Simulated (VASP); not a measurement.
# AlP (gw) (I-4m2) in VASP: G0W0 quasiparticle levels with PBEsol

Aim: the G0W0 quasiparticle levels of AlP (gw) with PBEsol.

Program: VASP 6.6.1. These are calculated values, not measurements. Logs are shortened: lines on timing, memory, paths and dates and some standing lists are left out, and cuts for length are marked.

## Step 1: The cell of the first run

The structure is tetragonal, space group I-4m2 (No. 119). Conventional cell: a = 3.845 Å, b = 3.845 Å, c = 5.504 Å, α = 90.00°, β = 90.00°, γ = 90.00°. Al (site symmetry -4m2) has 4 P at 2.36 Å within 3.1 Å. Within 3.1 Å of P (site symmetry -4m2) lie 4 Al at 2.36 Å.

## Step 2: G0W0 quasiparticle levels, PBEsol

POSCAR reads:

```
AlP
1.0
    0.0000000000      2.7187456453      2.7520432574
    2.7187456453      0.0000000000      2.7520432574
    2.7187456453      2.7187456453      0.0000000000
Al P
1 1
Direct
    0.0000000000      0.0000000000      0.0000000000
    0.2500000000      0.2500000000      0.2500000000
```

INCAR.step1 reads:

```
SYSTEM = AlP
PREC = Accurate
ENCUT = 500
EDIFF = 1E-8
ISMEAR = 0
SIGMA = 0.01
LREAL = .False.
LASPH = .True.
NELM = 80
ALGO = Normal
LWAVE = .True.
LCHARG = .False.
GGA = PS
```

INCAR.step2 reads:

```
SYSTEM = AlP
PREC = Accurate
ENCUT = 500
EDIFF = 1E-8
ISMEAR = 0
SIGMA = 0.01
LREAL = .False.
LASPH = .True.
NELM = 1
ALGO = Exact
LWAVE = .True.
LCHARG = .False.
GGA = PS
NBANDS = 96
LOPTICS = .True.
ISTART = 1
```

INCAR.step3 reads:

```
SYSTEM = AlP
PREC = Accurate
ENCUT = 500
EDIFF = 1E-8
ISMEAR = 0
SIGMA = 0.01
LREAL = .False.
LASPH = .True.
ALGO = EVGW0
LWAVE = .False.
LCHARG = .False.
GGA = PS
NELMGW = 1
NBANDS = 96
ENCUTGW = 100.0
NOMEGA = 48
PRECFOCK = Fast
ISTART = 1
NBANDSGW = 12
```

KPOINTS reads:

```
Automatic mesh
0
Gamma
  4 4 4
  0 0 0
```

Potentials or basis: VASP PAW PBE potentials, release 64 (Al_GW, P_GW).

Launch:

```sh
$ cat potpaw_PBE.64/Al_GW/POTCAR potpaw_PBE.64/P_GW/POTCAR > POTCAR
$ cp INCAR.step1 INCAR
$ mpirun -np 1 vasp_std > vasp.out
$ cp INCAR.step2 INCAR
$ mpirun -np 1 vasp_std > vasp.out
$ cp INCAR.step3 INCAR
$ mpirun -np 1 vasp_std > vasp.out
```

OUTCAR:

```text
SYSTEM = AlP
   PREC = Accurate
   ENCUT = 500
   EDIFF = 1E-8
   ISMEAR = 0
   LREAL = .False.
   LASPH = .True.
   GGA = PS
   NELMGW = 1
   ENCUTGW = 100.0
   PRECFOCK = Fast
   ISTART = 1

 ion  position               nearest neighbor table
   1  0.000  0.000  0.000-   2 2.36   2 2.36   2 2.36   2 2.36
   2  0.250  0.250  0.250-   1 2.36   1 2.36   1 2.36   1 2.36

  LATTYP: Found a body centered tetragonal cell.
 ALAT       =     3.8448869642
 C/A-ratio  =     1.4315340258

  Lattice vectors:

 A1 = (  -2.7187456453,   0.0000000000,   2.7520432574)
 A2 = (   2.7187456453,   0.0000000000,   2.7520432574)
 A3 = (   0.0000000000,   2.7187456453,  -2.7520432574)

Analysis of symmetry for initial positions (statically):
=====================================================================
 Subroutine PRICEL returns:
 Original cell was already a primitive cell.

 Routine SETGRP: Setting up the symmetry group for a
 body centered tetragonal supercell.

 Subroutine GETGRP returns: Found  8 space group operations
 (whereof  8 operations were pure point group operations)
 out of a pool of 16 trial point group operations.

The static configuration has the point symmetry D_2d.

Analysis of symmetry for dynamics (positions and initial velocities):
=====================================================================
 Subroutine PRICEL returns:
 Original cell was already a primitive cell.

 Routine SETGRP: Setting up the symmetry group for a
 body centered tetragonal supercell.

 Subroutine GETGRP returns: Found  8 space group operations
 (whereof  8 operations were pure point group operations)
 out of a pool of 16 trial point group operations.

The dynamic configuration has the point symmetry D_2d.

 Subroutine INISYM returns: Found  8 space group operations
 (whereof  8 operations are pure point group operations),
 and found     1 'primitive' translations

----------------------------------------------------------------------------------------

                                     Primitive cell

  volume of cell :      40.6839

  direct lattice vectors                    reciprocal lattice vectors
     0.000000000  2.718745645  2.752043257    -0.183908341  0.183908341  0.181683191
     2.718745645  0.000000000  2.752043257     0.183908341 -0.183908341  0.181683191
     2.718745645  2.718745645  0.000000000     0.183908341  0.183908341 -0.181683191

  length of vectors
     3.868503583  3.868503583  3.844886964     0.317259101  0.317259101  0.317259101

  position of ions in fractional coordinates (direct lattice)
     0.000000000  0.000000000  0.000000000
     0.250000000  0.250000000  0.250000000

  ion indices of the primitive-cell ions
   primitive index   ion index
                 1           1
                 2           2

----------------------------------------------------------------------------------------

 KPOINTS: Automatic mesh

Automatic generation of k-mesh.
 Grid dimensions read from file:
 generate k-points for:    4    4    4

 Generating k-lattice:

  Cartesian coordinates                     Fractional coordinates (reciprocal lattice)
    -0.045977085  0.045977085  0.045420798     0.250000000 -0.000000000  0.000000000
     0.045977085 -0.045977085  0.045420798    -0.000000000  0.250000000  0.000000000
     0.045977085  0.045977085 -0.045420798     0.000000000  0.000000000  0.250000000

  Length of vectors
     0.079314775  0.079314775  0.079314775

  Shift w.r.t. Gamma in fractional coordinates (k-lattice)
     0.000000000  0.000000000  0.000000000

 Subroutine IBZKPT returns following result:
 ===========================================

 Found     13 irreducible k-points:

 Following reciprocal coordinates:
            Coordinates               Weight
  0.000000  0.000000  0.000000      1.000000
  0.250000  0.000000  0.000000      8.000000
  0.500000  0.000000  0.000000      4.000000
  0.250000  0.250000  0.000000      2.000000
  0.500000  0.250000  0.000000      8.000000
 -0.250000  0.250000  0.000000      4.000000
  0.500000  0.500000  0.000000      1.000000
  0.250000  0.000000  0.250000      4.000000
  0.500000  0.000000  0.250000     16.000000
 -0.250000  0.000000  0.250000      8.000000
 -0.250000  0.500000  0.250000      4.000000
  0.500000  0.000000  0.500000      2.000000
 -0.250000  0.250000  0.500000      2.000000
   k-points           NKPTS =     13   k-points in BZ     NKDIM =     64   number of bands    NBANDS=     96
   number of dos      NEDOS =    301   number of ions     NIONS =      2
   total plane-waves  NPLWV =  21952
   dimension x,y,z NGX =    28 NGY =   28 NGZ =   28
   dimension x,y,z NGXF=    56 NGYF=   56 NGZF=   56
   ions per type =               1   1
   NGX,Y,Z   is equivalent  to a cutoff of  12.03, 12.03, 12.11 a.u.
   NGXF,Y,Z  is equivalent  to a cutoff of  24.07, 24.07, 24.21 a.u.
 SYSTEM =  AlP
   PREC   = accura    normal or accurate (medium, high low for compatibility)
   ISTART =      1    job   : 0-new  1-cont  2-samecut
   ICHARG =      0    charge: 1-file 2-atom 10-const
   ISPIN  =      1    spin polarized calculation?
   LNONCOLLINEAR =      F non collinear calculations
   LSORBIT =      F    spin-orbit coupling
   LASPH  =      T    aspherical Exc in radial PAW
   ENCUT  =  500.0 eV  36.75 Ry    6.06 a.u.   7.05  7.05  7.01*2*pi/ulx,y,z
   NELM   =     60;   NELMIN=  2; NELMDL=  0     # of ELM steps
   EDIFF  = 0.1E-07   stopping-criterion for ELM
   LREAL  =      F    real-space projection
   EDIFFG = 0.1E-06   stopping-criterion for IOM
   NSW    =      0    number of steps for IOM
   IBRION =     -1    ionic relax: 0-MD 1-quasi-New 2-CG
   NFREE  =      0    steps in history (QN), initial steepest desc. (CG)
   ISIF   =      0    stress and relaxation
   ISYM   =      3    0-nonsym 1-usesym 2-fastsym
   POTIM  = 0.5000    time-step for ionic-motion
   TEBEG  =    0.0;   TEEND  =   0.0 temperature during run
   PSTRESS=    0.0 pullay stress
   NELECT =       8.0000    total number of electrons
   NUPDOWN=      -1.0000    fix difference up-down
   EMIN   =  10.00;   EMAX   =-10.00  energy-range for DOS
   EFERMI =   0.00;   METHOD = LEGACY
   ISMEAR =     0;   SIGMA  =   0.01  broadening in eV -4-tet -1-fermi 0-gaus
   EFERMI_NEDOS =   21; number of points for ismear=-14 and -15
   IALGO  =     38    algorithm
   IMIX   =      4    mixing-type and parameters
     AMIX     =   0.40;   BMIX     =  1.00
     AMIX_MAG =   1.60;   BMIX_MAG =  1.00
  volume/ion in A,a.u.               =      20.34       137.27
  Fermi-wavevector in a.u.,A,eV,Ry     =   0.951986  1.798993 12.330659  0.906278
  Thomas-Fermi vector in A             =   2.080507
   LORBIT       =      0    0 simple, 1 ext, 2 COOP (PROOUT), +10 PAW based schemes
   GGA     = PS    functional components
   LHFCALC =     T    Hartree Fock is set to
   PRECFOCK=fast      Normal, Fast or Accurate (Low or Medium for compatibility)
   ENCUT4O =  -1.0   cutoff for four orbital integrals eV
   NKREDX  =     1    reduce k-point grid by
   NKREDY  =     1    reduce k-point grid by
   NKREDZ  =     1    reduce k-point grid by
   AEXX    =    1.0000 exact exchange contribution
   HFSCREEN=    0.0000 screening length (either q_TF or 0.3 A-1)
   HFSCREENC=   0.0000 screening length for correlation (either q_TF or 0.3 A-1)
   ENCUTFOCK=  -1.0 apply spherical cutoff to Coloumb kernel
   IVDW    =     0    specifies the selected vdW correction
   LEPSILON=     F    determine dielectric tensor
   LRPA    =     F    only Hartree local field effects (RPA)
   LRPAFORCE           =     F    calculate RPA forces
   ENCUTGW             = 100.0    cutoff for response function in eV
   ENCUTGWSOFT         =  80.0    soft cutoff for Coulomb kernel in GW response function in eV
   ENCUTLF             =  -1.0    cutoff for local field effects
   NELMGW              =     1    number of iterations in solving QP/BSE equation
   NELMHF              =     1    number of iterations in the inner HF iteration
   NKREDLFX            =     1    NKREDLFY  =   1   NKREDLFZ  =   1
 non-spin polarized calculation
 Gauss-broadening in eV      SIGMA  =   0.01
  energy-cutoff  :      500.00
  volume of cell :       40.68
 maximum number of plane-waves:      1040
  NGX = 16; NGY = 16; NGZ = 16
   NGX = 15   NGY = 15   NGZ = 13
 maximum number of plane-waves:       100
 NGX is ok and might be reduce to    14

 QP shifts <psi_nk| G(iteration)W_0 |psi_nk>: iteration 1
 for sc-GW calculations column KS-energies equals QP-energies in previous step
 and V_xc(KS)=  KS-energies - (<T + V_ion + V_H > + <T+V_H+V_ion>^1  + <V_x>^1)

 k-point   1 :       0.0000    0.0000    0.0000
  band No.  KS-energies  QP-energies   sigma(KS)   V_xc(KS)     V^pw_x(r,r')   Z            occupation Imag(sigma)

      1      -7.6771      -8.1844     -11.8262     -11.0644     -18.3696       0.6659       2.0000       1.2917
      2       3.8220       3.2932     -12.6368     -11.9404     -14.1178       0.7593       2.0000       0.0696
      3       3.8812       3.3522     -12.6302     -11.9340     -14.1028       0.7598       2.0000       0.0693
      4       3.8812       3.3522     -12.6302     -11.9340     -14.1028       0.7598       2.0000       0.0693
      5       7.0500       7.4874      -9.6697     -10.2381      -5.4794       0.7695       0.0000      -0.0918
      6       8.3322       8.7616      -9.1551      -9.7206      -4.8346       0.7594       0.0000      -0.0969
      7       8.3322       8.7616      -9.1551      -9.7206      -4.8346       0.7594       0.0000      -0.0969
      8       8.3464       8.7749      -9.1656      -9.7306      -4.8452       0.7584       0.0000      -0.0971
      9      12.4931      12.9778      -9.3192      -9.9708      -4.1623       0.7439       0.0000      -0.1992
     10      12.7174      13.2026      -9.3413      -9.9949      -4.1339       0.7423       0.0000      -0.2121
     11      13.9354      14.1082      -7.8072      -8.0368      -2.2962       0.7523       0.0000      -0.3582
     12      15.7175      15.8318      -8.0416      -8.1927      -2.1092       0.7566       0.0000      -0.5842

 k-point   2 :       0.2500    0.0000    0.0000
  band No.  KS-energies  QP-energies   sigma(KS)   V_xc(KS)     V^pw_x(r,r')   Z            occupation Imag(sigma)
[... 177 lines left out ...]
      1      -5.2325      -5.6382     -12.7397     -12.1542     -18.5187       0.6930       2.0000       0.8706
      2      -1.0834      -1.6912     -11.3404     -10.4786     -14.5933       0.7052       2.0000       0.2200
      3       0.6260      -0.0147     -11.2953     -10.4197     -13.6660       0.7317       2.0000       0.1212
      4       0.9802       0.3780     -11.1250     -10.3083     -13.2332       0.7374       2.0000       0.1030
      5       7.9810       8.2537      -9.2372      -9.5945      -5.1327       0.7629       0.0000      -0.0927
      6       9.6611      10.1626      -9.9311     -10.6042      -5.1947       0.7452       0.0000      -0.1352
      7       9.7831      10.1314      -8.9887      -9.4474      -4.4768       0.7592       0.0000      -0.1246
      8      10.0085      10.3739      -8.8610      -9.3490      -3.9062       0.7488       0.0000      -0.1632
      9      15.1800      15.5123      -9.6783     -10.1371      -3.3798       0.7242       0.0000      -0.5367
     10      15.8568      16.4176     -10.4224     -11.1876      -4.2672       0.7328       0.0000      -0.5267
     11      17.1863      17.5055      -9.5307      -9.9594      -3.1997       0.7445       0.0000      -0.7103
     12      18.1319      18.6394     -10.0872     -10.7809      -3.6238       0.7316       0.0000      -0.7467
```

Run time: 3.3 min. Hardware: 1 thread of Intel Xeon 8259CL, shared host; peak memory 0.43 GiB.

Results:

- Band gap on the k mesh, mean-field level: 1.37 eV, indirect (least direct gap 3.17 eV)
- Quasiparticle gap: 2.12 eV
- Least direct quasiparticle gap: 4.14 eV

Levels at points of the mesh, in eV from the valence-band top:
```csv
k point,band 2,band 3,band 4,band 5,band 6,band 7
"(0.00, 0.00, 0.00)",-0.06,0.00,0.00,3.17,4.45,4.45
"(0.50, 0.00, 0.00)",-5.62,-0.84,-0.74,2.68,4.64,4.75
"(0.50, 0.50, 0.00)",-5.44,-2.10,-2.10,1.43,2.39,10.97
"(0.50, 0.00, 0.50)",-5.35,-2.19,-2.18,1.37,2.28,10.82
```

Caveat: the k points lie up to 0.50 Å⁻¹ apart; bands, screening cutoff and mesh are small and nothing is extrapolated, so the quasiparticle values aren't converged.
